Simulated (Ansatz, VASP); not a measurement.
## Cs2SiF2: VASP beside Ansatz

```
Cs Si F
1.0
     0.00000    0.00000    5.91814
     6.74674   -3.56368    2.95907
     6.74674    3.56368   -2.95907
Cs Si F
4 2 4
Direct
  0.33640 0.01470 0.68750
  0.66360 0.98530 0.31250
  0.16360 0.68750 0.01470
  0.83640 0.31250 0.98530
  0.25000 0.50000 0.50000
  0.75000 0.50000 0.50000
  0.34800 0.73930 0.43530
  0.65200 0.26070 0.56470
  0.15200 0.43530 0.73930
  0.84800 0.56470 0.26070
```

Alike in both runs: task single point; functional PBE; k mesh 6 × 6 × 6; occupations tetrahedron; no spin polarisation.

|  | VASP | Ansatz |
| --- | --- | --- |
| version | VASP 6.6.1 | Ansatz 0.2.0 |
| potentials or method | VASP PAW PBE potentials, release 64 (Cs_sv, Si, F), cutoff 520 eV | PAW plane waves |
| valence electrons in the cell | 72 | 72 |

Ansatz gave:

| Property | Result |
| --- | --- |
| pressure (GPa) | 4.8 |
| traceless stress, the component that is largest in VASP (GPa) | 3.41 |
| rms of the force components (eV/Å) | 0.440 |

Question: Which values does VASP return?

Answer: Pressure (GPa): 4.7; traceless stress, the component that is largest in VASP (GPa): 3.44; rms of the force components (eV/Å): 0.443.

Atom by atom the forces differ by 0.004 eV/Å (rms over components). With one functional, cell and mesh, what is left measures potentials, basis and numerics. Ansatz's warnings: band table not solved further, product built on unsolved table, tetrahedron derivatives may miss energy slope.

Spin-orbit coupling is off throughout.
